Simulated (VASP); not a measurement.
# Co (P6_3/mmc) in VASP: notebook

The runs below take Co through single point, relaxation of volume and atoms at fixed shape, with LDA.

All numbers are computed with VASP 6.6.1; they aren't measurements. Logs are shortened: lines on timing, memory, paths and dates and some standing lists are left out, and cuts for length are marked.

## Step 1: The cell of the first run

The structure is hexagonal, space group P6_3/mmc (No. 194). Conventional cell: a = 2.422 Å, b = 2.422 Å, c = 3.931 Å, α = 90.00°, β = 90.00°, γ = 120.00°. Co (site symmetry -6m2) has 12 Co at 2.41 to 2.42 Å within 3.2 Å.

## Step 2: Single point, LDA, collinear spin, ferromagnetic start

Contents of INCAR:

```
SYSTEM = Co
ALGO     = Normal         ! electronic algorithm
EDIFF    = 1E-6           ! SCF threshold, eV
ENCUT    = 520            ! plane-wave cutoff, eV
ISIF     = 2              ! what is computed and relaxed
ISMEAR   = 0              ! smearing method
ISPIN    = 2              ! spin polarisation
LASPH    = .TRUE.         ! aspherical terms in the spheres
LCHARG   = .FALSE.        ! write CHGCAR
LMAXMIX  = 4              ! l up to which the mixer works
LORBIT   = 11             ! projections on sites
LREAL    = .FALSE.        ! projectors in reciprocal space
LWAVE    = .FALSE.        ! write WAVECAR
MAGMOM   = 2.5 2.5        ! initial moments
NBANDS   = 20             ! bands
NELM     = 150            ! most SCF steps
PREC     = Accurate       ! precision mode
SIGMA    = 0.05           ! smearing width, eV
```

Contents of KPOINTS:

```
k-points
0
G
  10 10 6
  0 0 0
```

Contents of POSCAR:

```
Co
1.0
    2.4216378834      0.0000000000      0.0000000000
   -1.2108189417      2.0971999258      0.0000000000
    0.0000000000      0.0000000000      3.9306947499
Co
2
Direct
    0.3333333333      0.6666666667      0.2500000000
    0.6666666667      0.3333333333      0.7500000000
```

Potentials or basis: VASP PAW LDA potentials, release 64 (Co).

Command:

```console
> cat potpaw_LDA.64/Co/POTCAR > POTCAR
> mpirun -np 1 vasp_std > vasp.out
```

OUTCAR:

```text
SYSTEM = Co
   EDIFF = 1E-6
   ENCUT = 520
   ISIF = 2
   ISMEAR = 0
   ISPIN = 2
   LASPH = .TRUE.
   LORBIT = 11
   LREAL = .FALSE.
   NELM = 150
   PREC = Accurate

 ion  position               nearest neighbor table
   1  0.333  0.667  0.250-   2 2.41   2 2.41   2 2.41   2 2.41   2 2.41   2 2.41
   2  0.667  0.333  0.750-   1 2.41   1 2.41   1 2.41   1 2.41   1 2.41   1 2.41

  LATTYP: Found a hexagonal cell.
 ALAT       =     2.4216378834
 C/A-ratio  =     1.6231554589

  Lattice vectors:

 A1 = (   2.4216378834,   0.0000000000,   0.0000000000)
 A2 = (  -1.2108189417,   2.0971999258,   0.0000000000)
 A3 = (   0.0000000000,   0.0000000000,   3.9306947499)

Analysis of symmetry for initial positions (statically):
=====================================================================
 Subroutine PRICEL returns:
 Original cell was already a primitive cell.

 Routine SETGRP: Setting up the symmetry group for a
 hexagonal supercell.

 Subroutine GETGRP returns: Found 24 space group operations
 (whereof 12 operations were pure point group operations)
 out of a pool of 24 trial point group operations.

The static configuration has the point symmetry D_3d.
 The point group associated with its full space group is D_6h.

Analysis of symmetry for dynamics (positions and initial velocities):
=====================================================================
 Subroutine PRICEL returns:
 Original cell was already a primitive cell.

 Routine SETGRP: Setting up the symmetry group for a
 hexagonal supercell.

 Subroutine GETGRP returns: Found 24 space group operations
 (whereof 12 operations were pure point group operations)
 out of a pool of 24 trial point group operations.

The dynamic configuration has the point symmetry D_3d.
 The point group associated with its full space group is D_6h.

Analysis of structural, dynamic, and magnetic symmetry:
=====================================================================
 Subroutine PRICEL returns:
 Original cell was already a primitive cell.

 Routine SETGRP: Setting up the symmetry group for a
 hexagonal supercell.

 Subroutine GETGRP returns: Found 24 space group operations
 (whereof 12 operations were pure point group operations)
 out of a pool of 24 trial point group operations.

The overall configuration has the point symmetry D_3d.
 The point group associated with its full space group is D_6h.

 Subroutine INISYM returns: Found 24 space group operations
 (whereof 12 operations are pure point group operations),
 and found     1 'primitive' translations

----------------------------------------------------------------------------------------

                                     Primitive cell

  volume of cell :      19.9627

  direct lattice vectors                    reciprocal lattice vectors
     2.421637883  0.000000000  0.000000000     0.412943656  0.238413131  0.000000000
    -1.210818942  2.097199926  0.000000000     0.000000000  0.476826261  0.000000000
     0.000000000  0.000000000  3.930694750     0.000000000  0.000000000  0.254407952

  length of vectors
     2.421637883  2.421637883  3.930694750     0.476826261  0.476826261  0.254407952

  position of ions in fractional coordinates (direct lattice)
     0.333333333  0.666666667  0.250000000
     0.666666667  0.333333333  0.750000000

  ion indices of the primitive-cell ions
   primitive index   ion index
                 1           1
                 2           2

----------------------------------------------------------------------------------------

 KPOINTS: k-points

Automatic generation of k-mesh.
 Grid dimensions read from file:
 generate k-points for:   10   10    6

 Generating k-lattice:

  Cartesian coordinates                     Fractional coordinates (reciprocal lattice)
     0.041294366  0.023841313  0.000000000     0.100000000 -0.000000000  0.000000000
     0.000000000  0.047682626  0.000000000     0.000000000  0.100000000  0.000000000
     0.000000000  0.000000000  0.042401325     0.000000000  0.000000000  0.166666667

  Length of vectors
     0.047682626  0.047682626  0.042401325

  Shift w.r.t. Gamma in fractional coordinates (k-lattice)
     0.000000000  0.000000000  0.000000000

 Subroutine IBZKPT returns following result:
 ===========================================

 Found     56 irreducible k-points:

 Following reciprocal coordinates:
            Coordinates               Weight
  0.000000  0.000000  0.000000      1.000000
  0.100000 -0.000000  0.000000      6.000000
  0.200000 -0.000000  0.000000      6.000000
  0.300000  0.000000  0.000000      6.000000
  0.400000 -0.000000  0.000000      6.000000
  0.500000  0.000000  0.000000      3.000000
[... 16 lines left out ...]
  0.300000  0.100000  0.166667     24.000000
  0.400000  0.100000  0.166667     24.000000
 [... further k-points ...]
   k-points           NKPTS =     56   k-points in BZ     NKDIM =     56   number of bands    NBANDS=     20
   number of dos      NEDOS =    301   number of ions     NIONS =      2
   total plane-waves  NPLWV =   9720
   dimension x,y,z NGX =    18 NGY =   18 NGZ =   30
   dimension x,y,z NGXF=    36 NGYF=   36 NGZF=   60
   ions per type =               2
   NGX,Y,Z   is equivalent  to a cutoff of  12.36, 12.36, 12.69 a.u.
   NGXF,Y,Z  is equivalent  to a cutoff of  24.71, 24.71, 25.38 a.u.
 SYSTEM =  Co
   PREC   = accura    normal or accurate (medium, high low for compatibility)
   ISTART =      0    job   : 0-new  1-cont  2-samecut
   ICHARG =      2    charge: 1-file 2-atom 10-const
   ISPIN  =      2    spin polarized calculation?
   LNONCOLLINEAR =      F non collinear calculations
   LSORBIT =      F    spin-orbit coupling
   LASPH  =      T    aspherical Exc in radial PAW
   ENCUT  =  520.0 eV  38.22 Ry    6.18 a.u.   4.50  4.50  7.31*2*pi/ulx,y,z
   NELM   =    150;   NELMIN=  2; NELMDL= -5     # of ELM steps
   EDIFF  = 0.1E-05   stopping-criterion for ELM
   LREAL  =      F    real-space projection
   EDIFFG = 0.1E-04   stopping-criterion for IOM
   NSW    =      0    number of steps for IOM
   IBRION =     -1    ionic relax: 0-MD 1-quasi-New 2-CG
   NFREE  =      0    steps in history (QN), initial steepest desc. (CG)
   ISIF   =      2    stress and relaxation
   ISYM   =      2    0-nonsym 1-usesym 2-fastsym
   POTIM  = 0.5000    time-step for ionic-motion
   TEBEG  =    0.0;   TEEND  =   0.0 temperature during run
   PSTRESS=    0.0 pullay stress
   NELECT =      18.0000    total number of electrons
   NUPDOWN=      -1.0000    fix difference up-down
   EMIN   =  10.00;   EMAX   =-10.00  energy-range for DOS
   EFERMI =   0.00;   METHOD = LEGACY
   ISMEAR =     0;   SIGMA  =   0.05  broadening in eV -4-tet -1-fermi 0-gaus
   EFERMI_NEDOS =   21; number of points for ismear=-14 and -15
   IALGO  =     38    algorithm
   IMIX   =      4    mixing-type and parameters
     AMIX     =   0.40;   BMIX     =  1.00
     AMIX_MAG =   1.60;   BMIX_MAG =  1.00
  volume/ion in A,a.u.               =       9.98        67.36
  Fermi-wavevector in a.u.,A,eV,Ry     =   1.581586  2.988765 34.033818  2.501415
  Thomas-Fermi vector in A             =   2.681639
   LORBIT       =     11    0 simple, 1 ext, 2 COOP (PROOUT), +10 PAW based schemes
   GGA     = CA    functional components
   LHFCALC =     F    Hartree Fock is set to
   AEXX    =    0.0000 exact exchange contribution
   IVDW    =     0    specifies the selected vdW correction
   LEPSILON=     F    determine dielectric tensor
   LRPA    =     F    only Hartree local field effects (RPA)
 spin polarized calculation
 Gauss-broadening in eV      SIGMA  =   0.05
  energy-cutoff  :      520.00
  volume of cell :       19.96
 maximum number of plane-waves:       557
 NGX is ok and might be reduce to    18
   NGX =  9   NGY =  9   NGZ = 15

 number of electron      17.9999994 magnetization       2.9072812

 Free energy of the ion-electron system (eV)
  ---------------------------------------------------
  ext. energy  EPLUGINS =         0.00000000
  ---------------------------------------------------
  free energy    TOTEN  =       -16.24895055 eV

  energy without entropy =      -16.24734448  energy(sigma->0) =      -16.24814751

 E-fermi :  11.1453     XC(G=0): -14.2346

 val. band max:       11.1438608582   @ k =   0.3000   0.1000   0.0000
 cond. band min:      11.1528990860   @ k =   0.2000   0.1000   0.5000
 fundamental gap:      0.0090382277
 Fermi energy:        11.1453356316

 spin component 1

 k-point     1 :       0.0000    0.0000    0.0000
  band No.  band energies     occupation
      1       1.7509      1.00000
      2       5.6910      1.00000
      3       8.5546      1.00000
      4       8.6011      1.00000
      5       8.6011      1.00000
      6       8.9621      1.00000
[... 12 lines left out ...]
     19      38.5879      0.00000
     20      38.5879      0.00000
[... 507 lines left out ...]
 k-point    24 :       0.4000    0.1000    0.1667
  band No.  band energies     occupation
      1       5.9612      1.00000
      2       6.3646      1.00000
      3       6.9968      1.00000
      4       7.6010      1.00000
      5       8.4185      1.00000
      6       9.1146      1.00000
[... 12 lines left out ...]
     19      36.6433      0.00000
     20      37.3087      0.00000

 [... further k-points ...]

 spin component 2

 k-point     1 :       0.0000    0.0000    0.0000
  band No.  band energies     occupation
      1       1.9339      1.00000
      2       6.5308      1.00000
      3       9.8914      1.00000
      4       9.9299      1.00000
      5       9.9299      1.00000
      6      10.3341      1.00000
[... 12 lines left out ...]
     19      39.0075      0.00000
     20      39.0075      0.00000
[... 507 lines left out ...]
 k-point    24 :       0.4000    0.1000    0.1667
  band No.  band energies     occupation
      1       6.7962      1.00000
      2       7.3603      1.00000
      3       7.9503      1.00000
      4       8.5846      1.00000
      5       9.7188      1.00000
      6      10.3657      1.00000
[... 12 lines left out ...]
     19      36.9260      0.00000
     20      37.7678      0.00000

 [... further k-points ...]
[... 5 lines left out ...]
  --------------------------------------------------------------------------------------
  -------------------------------------------------------------------------------------
  Total       -0.0395900     -0.0395900     -0.3134499      0.0000000     -0.0000000      0.0000000
  in kB       -3.1774465     -3.1774465    -25.1570888      0.0000000     -0.0000000      0.0000000
  external PRESSURE =     -10.5039939 kB  Pullay stress =       0.0000000 kB

 VOLUME and BASIS-vectors are now :
 -----------------------------------------------------------------------------
  energy-cutoff  :      520.00
  volume of cell :       19.96
      direct lattice vectors                 reciprocal lattice vectors
     2.421637883  0.000000000  0.000000000     0.412943656  0.238413131  0.000000000
    -1.210818942  2.097199926  0.000000000     0.000000000  0.476826261  0.000000000
     0.000000000  0.000000000  3.930694750     0.000000000  0.000000000  0.254407952

 POSITION                                       TOTAL-FORCE (eV/Angst)
 -----------------------------------------------------------------------------------
     -0.00000      1.39813      0.98267         0.000000      0.000000      0.000000
      1.21082      0.69907      2.94802        -0.000000     -0.000000      0.000000
 -----------------------------------------------------------------------------------
    total drift:                               -0.000000      0.000000     -0.000000

  FREE ENERGIE OF THE ION-ELECTRON SYSTEM (eV)
  ---------------------------------------------------
  free  energy   TOTEN  =       -16.2489505460 eV

  energy  without entropy=      -16.2473444832  energy(sigma->0) =      -16.24814751

 total charge

# of ion       s       p       d       tot
------------------------------------------
    1        0.523   0.591   7.342   8.457
    2        0.523   0.591   7.342   8.457
--------------------------------------------------
tot          1.047   1.183  14.684  16.914

 magnetization (x)

# of ion       s       p       d       tot
------------------------------------------
    1       -0.013  -0.037   1.496   1.446
    2       -0.013  -0.037   1.496   1.446
--------------------------------------------------
tot         -0.027  -0.074   2.993   2.893
```

Run time: 18 s. Hardware: 1 thread of Intel Xeon 6975P-C (Granite Rapids), shared host; peak memory 0.14 GiB.

What came out:

| Property | Result |
| --- | --- |
| Free energy | -16.2490 eV |
| Pressure | -1.1 GPa |
| Net moment | 2.91 μB per cell |
| Site moments | Co +1.45 μB |
| Valence electrons inside the program's atomic spheres | Co 8.46 |

## Step 3: Relaxation of volume and atoms at fixed shape, LDA, collinear spin, ferromagnetic start

This run uses another cell than the first one, of 11.08 Å³/atom, 1.110 times its volume.

Contents of INCAR:

```
PREC = Accurate ; ENCUT = 600
EDIFF = 1E-6 ; ISMEAR = 0
SIGMA = 0.05 ; LREAL = F
LASPH = T ; NELM = 150
ALGO = Normal ; ISIF = 8
LWAVE = F ; LCHARG = F
ISPIN = 2 ; MAGMOM = 2.5 2.5
LORBIT = 11 ; LMAXMIX = 4
IBRION = 2 ; NSW = 60
EDIFFG = -0.01
```

Contents of KPOINTS:

```
Automatic mesh
0
Gamma
  10 10 6
```

Contents of POSCAR:

```
Co
1.0
    2.5074000000      0.0000000000      0.0000000000
   -1.2537000000      2.1714721000      0.0000000000
    0.0000000000      0.0000000000      4.0699000000
Co
2
Direct
    0.3333333341      0.6666666682      0.2500000000
    0.6666666659      0.3333333318      0.7500000000
```

Potentials or basis: VASP PAW LDA potentials, release 64 (Co).

Command:

```console
> cat potpaw_LDA.64/Co/POTCAR > POTCAR
> mpirun -np 1 vasp_std > vasp.out
```

Wall time 73 s (1 thread of Intel Xeon 6975P-C (Granite Rapids), shared host); peak memory 0.17 GiB.

Results (log left out):

| Property | Result |
| --- | --- |
| Free energy | -16.2501 eV |
| Relaxed volume | 9.94 Å³/atom |
| Relaxed cell | a = 2.418 Å, b = 2.418 Å, c = 3.925 Å, α = 90.00°, β = 90.00°, γ = 120.00° |
| Space group after relaxing (to 0.05 Å) | P6_3/mmc (No. 194) |
| Energy gained by relaxing | 87.3 meV/atom |
| Ionic steps | 7 |
| Pressure after relaxing | -0.1 GPa |
| Net moment | 2.90 μB per cell |
| Site moments | Co +1.44 μB |
| Valence electrons inside the program's atomic spheres | Co 8.47 |

Stress tensor (GPa, compression positive):
```
 0.66  0.00  0.00
 0.00  0.66  0.00
 0.00  0.00 -1.49
```

The path:
```tsv
step	energy change (eV)	largest force (eV/Å)	pressure (GPa)	volume (Å³)
1	0.0000	0.0000	-21.50	22.16
2	0.0743	0.0000	40.44	17.73
3	-0.1745	0.0000	-0.83	19.95
4	-0.1747	0.0000	-0.18	19.89
5	-0.1746	0.0000	0.40	19.85
6	-0.1746	0.0000	-0.42	19.91
7	-0.1747	0.0000	-0.06	19.88
```

Final structure:
```
Co
1.0
     2.41840    0.00000    0.00000
    -1.20920    2.09439    0.00000
     0.00000    0.00000    3.92543
Co
2
Cartesian
  0.0000 1.3963 0.9814
  1.2092 0.6981 2.9441
```

Levels at points of the mesh, in eV from the Fermi level:
Spin up:
| k point | band 6 | band 7 | band 8 | band 9 | band 10 | band 11 | band 12 | band 13 | band 14 | band 15 |
| --- | --- | --- | --- | --- | --- | --- | --- | --- | --- | --- |
| (0.00, 0.00, 0.00) | -2.19 | -2.19 | -1.76 | -1.76 | -0.49 | -0.49 | -0.15 | 7.21 | 22.76 | 26.09 |
| (0.50, 0.00, 0.00) | -2.49 | -2.11 | -0.33 | -0.23 | -0.16 | 1.70 | 3.90 | 10.41 | 11.15 | 13.66 |
| (0.00, 0.00, 0.50) | -2.63 | -2.63 | -2.63 | -0.85 | -0.85 | -0.85 | -0.85 | 15.99 | 15.99 | 23.53 |
| (0.50, 0.00, 0.50) | -1.62 | -0.83 | -0.83 | -0.23 | -0.23 | 1.81 | 1.81 | 8.19 | 8.19 | 19.54 |
Spin down:
| k point | band 4 | band 5 | band 6 | band 7 | band 8 | band 9 | band 10 | band 11 |
| --- | --- | --- | --- | --- | --- | --- | --- | --- |
| (0.00, 0.00, 0.00) | -1.23 | -1.23 | -0.82 | -0.82 | -0.32 | -0.32 | 0.02 | 1.04 |
| (0.50, 0.00, 0.00) | -1.90 | -1.38 | -1.26 | -0.82 | 1.19 | 1.33 | 1.38 | 2.80 |
| (0.00, 0.00, 0.50) | -1.83 | -1.30 | -1.30 | -1.30 | -1.30 | 0.65 | 0.65 | 0.65 |
| (0.50, 0.00, 0.50) | -2.77 | -0.20 | -0.20 | 0.29 | 0.29 | 1.30 | 1.30 | 2.46 |

Caveat: the volume moved by -10 % from the deposited cell, more than functionals usually miss. Zero-point motion and thermal expansion aren't in these numbers.

(Continued in part 2 of 2.)
